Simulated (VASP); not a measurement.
Write the native input for VASP 6.6.1 that does the following.

| Property | Result |
| --- | --- |
| Task | single point |
| Functional | B3LYP |
| Potentials or basis | VASP PAW PBE potentials, release 64 (Sb) |
| Cutoff | 520 eV |
| k mesh | 4 × 4 × 4 |
| Occupations | fermi-dirac, width 0.05 eV |
| Spin | no spin polarisation |
| Dipole correction | no |
| Grid for exact exchange (PRECFOCK) | Normal |
| Further INCAR settings | ALGO = Normal; EDIFF = 1e-07; NBANDS = 8 |

The system is Sb.

```xyz
1
Lattice="3.1252 0.0000 0.0000 0.0000 3.1252 0.0000 0.0000 0.0000 3.1252" Properties=species:S:1:pos:R:3 pbc="T T T"
Sb    0.0000    0.0000    0.0000
```

These files were run (other wordings do the same):

POSCAR

```
Sb
1.0
    3.1251896767      0.0000000000      0.0000000000
    0.0000000000      3.1251896767      0.0000000000
    0.0000000000      0.0000000000      3.1251896767
Sb
1
Direct
    0.0000000000      0.0000000000      0.0000000000
```

INCAR.step1

```
SYSTEM = Sb
  ALGO = Normal
  EDIFF = 1E-5
  ENCUT = 520
  GGA = PE
  ISIF = 2
  ISMEAR = -1
  LASPH = .TRUE.
  LCHARG = .FALSE.
  LREAL = .FALSE.
  LWAVE = .TRUE.
  NBANDS = 8
  NELM = 60
  PREC = Accurate
  SIGMA = 0.05
```

INCAR.step2

```
SYSTEM = Sb
  AEXX = 0.2
  AGGAC = 0.81
  AGGAX = 0.72
  ALDAC = 0.19
  ALGO = Normal
  EDIFF = 1E-7
  ENCUT = 520
  GGA = B3
  ISIF = 2
  ISMEAR = -1
  ISTART = 1
  LASPH = .TRUE.
  LCHARG = .FALSE.
  LHFCALC = .TRUE.
  LREAL = .FALSE.
  LWAVE = .FALSE.
  NBANDS = 8
  NELM = 60
  PREC = Accurate
  PRECFOCK = Normal
  SIGMA = 0.05
```

KPOINTS

```
k-points
0
G
  4 4 4
  0 0 0
```

Potentials or basis: VASP PAW PBE potentials, release 64 (Sb).

Command:

```console
$ cat potpaw_PBE.64/Sb/POTCAR > POTCAR
$ cp INCAR.step1 INCAR
$ mpirun -np 1 vasp_std > vasp.out
$ cp INCAR.step2 INCAR
$ mpirun -np 1 vasp_std > vasp.out
```

It gave:

The pressure is -0.5 GPa.

Caveat: the k points lie up to 0.50 Å⁻¹ apart; the PAW data sets were made with another functional, which shifts forces and pressure a little.

It took 59 s on 1 thread of Intel(R) Xeon(R) Platinum 8259CL CPU @ 2.50GHz (Skylake/Cascade Lake), with other jobs on the host, peak memory 0.14 GiB.
